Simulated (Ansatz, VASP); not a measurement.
One calculation of ZnSi3N, two programs

```
Zn Si N
1.0
     2.56494    0.00000    0.00000
     0.00000    3.47593    0.00000
     0.00000    0.00000   10.43256
Zn Si N
1 3 1
Direct
  0.00000 0.00000 0.50000
  0.00000 0.00000 0.22561
  0.00000 0.00000 0.77439
  0.00000 0.00000 0.00000
  0.00000 0.50000 0.50000
```

Alike in both runs: functional PBE; k mesh 6 × 6 × 4; occupations gaussian, width 0.1 eV; no spin polarisation.

Ansatz relaxed the structure, and its values are those at the end. VASP's run is a single point on that final structure, the one shown.

|  | VASP | Ansatz |
| --- | --- | --- |
| version | VASP 6.6.1 | Ansatz 0.2.0 |
| potentials or method | VASP PAW PBE potentials, release 64 (Zn, Si, N), cutoff 520 eV | scalar-relativistic, plane waves, PAW |
| valence electrons in the cell | 29 | 29 |

|  | VASP | Ansatz | Ansatz less VASP |
| --- | --- | --- | --- |
| gap on the k mesh at the Fermi level (eV) | none | none | - |
| pressure (GPa) | 0.3 | 0.0 | -0.30 |
| rms of the force components (eV/Å) | 0.014 | 0.012 | -0.0020 |

A gap of «none» marks a metal or a gap that the smearing closes. With one functional, cell and mesh, what is left measures potentials, basis and numerics.

The k mesh is coarse, so the values compare programs but aren't converged.
